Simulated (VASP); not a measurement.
The system is Ca.

```
CELL_PARAMETERS angstrom
0.00000 2.79420 2.79420
2.79420 0.00000 2.79420
2.79420 2.79420 0.00000
ATOMIC_POSITIONS crystal
Ca 0.00000 0.00000 0.00000
```

```yaml
Program: VASP 6.6.1
Task: relaxation of cell and atoms
Functional: PBE
Dispersion: D4
Potentials_or_basis: VASP PAW PBE potentials, release 64 (Ca_sv)
Cutoff: 600 eV
k_mesh: 8 × 8 × 8
Occupations: fermi-dirac, width 0.05 eV
Spin: no spin polarisation
```

At the start: pressure -1.1 GPa; volume 43.63 Å³/atom.

Q: Where does the relaxation end?

A: Over 16 steps the energy falls by 8.8 meV/atom and the volume is 41.84 Å³/atom (-4.1 %); space group Fm-3m (No. 225, to 0.1 Å) before and after.

The path:
| step | energy change (eV) | largest force (eV/Å) | pressure (GPa) | volume (Å³) |
| --- | --- | --- | --- | --- |
| 1 | 0.0000 | 0.0000 | -1.12 | 43.63 |
| 2 | 0.0082 | 0.0000 | 121.29 | 41.73 |
| 3 | -0.0001 | 0.0000 | -1.10 | 43.61 |
| 4 | -0.0002 | 0.0000 | -1.10 | 43.60 |
| 5 | -0.0057 | 0.0000 | -0.77 | 42.66 |
| 6 | -0.0077 | 0.0000 | -0.60 | 42.19 |
| 7 | -0.0085 | 0.0000 | -0.51 | 41.96 |
| 8 | -0.0088 | 0.0000 | -0.06 | 41.85 |
| 9 | -0.0086 | 0.0000 | 2.16 | 41.81 |
| 10 | -0.0049 | 0.0000 | -0.82 | 42.81 |
| 11 | -0.0063 | 0.0000 | -0.72 | 42.53 |
| 12 | -0.0071 | 0.0000 | -0.65 | 42.35 |
| 13 | -0.0081 | 0.0000 | -0.55 | 42.08 |
| 14 | -0.0085 | 0.0000 | -0.50 | 41.94 |
| 15 | -0.0087 | 0.0000 | -0.40 | 41.88 |
| 16 | -0.0088 | 0.0000 | -0.01 | 41.84 |

Final structure:
```
Ca
1.0
     0.00000    2.75552    2.75552
     2.75552    0.00000    2.75552
     2.75552    2.75552    0.00000
Ca
1
Direct
  0.00000 0.00000 0.00000
```
